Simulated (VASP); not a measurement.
Here is a VASP 6.6.1 calculation.

The input INCAR:

```
PREC     = Accurate       # precision mode
ENCUT    = 520            # plane-wave cutoff, eV
EDIFF    = 1E-6           # SCF threshold, eV
ISMEAR   = -1             # smearing method
SIGMA    = 0.05           # smearing width, eV
LREAL    = False          # projectors in reciprocal space
LASPH    = True           # aspherical terms in the spheres
NELM     = 150            # most SCF steps
ALGO     = Normal         # electronic algorithm
ISIF     = 2              # what is computed and relaxed
LWAVE    = False          # write WAVECAR
LCHARG   = True           # write CHGCAR
ISPIN    = 2              # spin polarisation
MAGMOM   = 4 0            # initial moments
LORBIT   = 11             # projections on sites
LMAXMIX  = 4              # l up to which the mixer works
GGA      = RE             # functional
LELF     = True           # ELF
LVHAR    = True         
NBANDS   = 20             # bands
```

Contents of KPOINTS:

```
regular mesh
0
Gamma
  9 9 9
```

POSCAR

```
MnS
1.0
    0.0000000000      2.6045000000      2.6045000000
    2.6045000000      0.0000000000      2.6045000000
    2.6045000000      2.6045000000      0.0000000000
Mn S
1 1
Direct
    0.0000000000      0.0000000000      0.0000000000
    0.5000000000      0.5000000000      0.5000000000
```

Potentials or basis: VASP PAW PBE potentials, release 64 (Mn_pv, S).

Launch:

```bash
$ cat potpaw_PBE.64/Mn_pv/POTCAR potpaw_PBE.64/S/POTCAR > POTCAR
$ mpirun -np 1 vasp_std > vasp.out
```

Problem. Predict the net moment.

Solution. 4.76 μB per cell.

Problem. Predict the site moments.

Solution. Mn +4.29; S +0.11 μB.

Problem. Predict the pressure.

Solution. -0.3 GPa.

Caveat: the PAW data sets were made with another functional, which shifts forces and pressure a little; a cell with one magnetic atom can't hold antiferromagnetic order, which such compounds often take.
